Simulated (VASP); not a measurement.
A run of VASP 6.6.1:

The input INCAR:

```
  PREC = Accurate
  ENCUT = 600
  EDIFF = 1E-7
  ISMEAR = 0
  SIGMA = 0.1
  LREAL = F
  LASPH = T
  NELM = 100
  ALGO = Normal
  ISIF = 3
  LWAVE = F
  LCHARG = F
  GGA = PE
  IBRION = 2
  NSW = 100
  EDIFFG = -0.01
```

Contents of KPOINTS:

```
Automatic mesh
0
Gamma
  12 12 8
```

POSCAR

```
BaH4
1.0
    4.1623774501      0.0000000000      0.0000000000
   -2.0811887251      3.6047246120      0.0000000000
    0.0000000000      0.0000000000      5.0370467579
Ba H
1 4
Direct
    0.6666666667      0.3333333333      0.0000000000
    0.5625579600      0.4374420400      0.5000000000
    0.5625579600      0.1251159200      0.5000000000
    0.8748840800      0.4374420400      0.5000000000
    0.0000000000      0.0000000000      0.0000000000
```

Potentials or basis: VASP PAW PBE potentials, release 64 (Ba_sv, H).

Run with:

```bash
$ cat potpaw_PBE.64/Ba_sv/POTCAR potpaw_PBE.64/H/POTCAR > POTCAR
$ mpirun -np 1 vasp_std > vasp.out
```

Hardware: 1 thread of Intel(R) Xeon(R) 6975P-C (Granite Rapids), on a shared host.

Question: How long does it take, and how much memory?

Answer: Wall time 88 s on 1 thread of Intel(R) Xeon(R) 6975P-C (Granite Rapids), with other jobs on the host, peak memory 0.29 GiB. Counts: scf iterations 35, k points 95, ion steps 3.
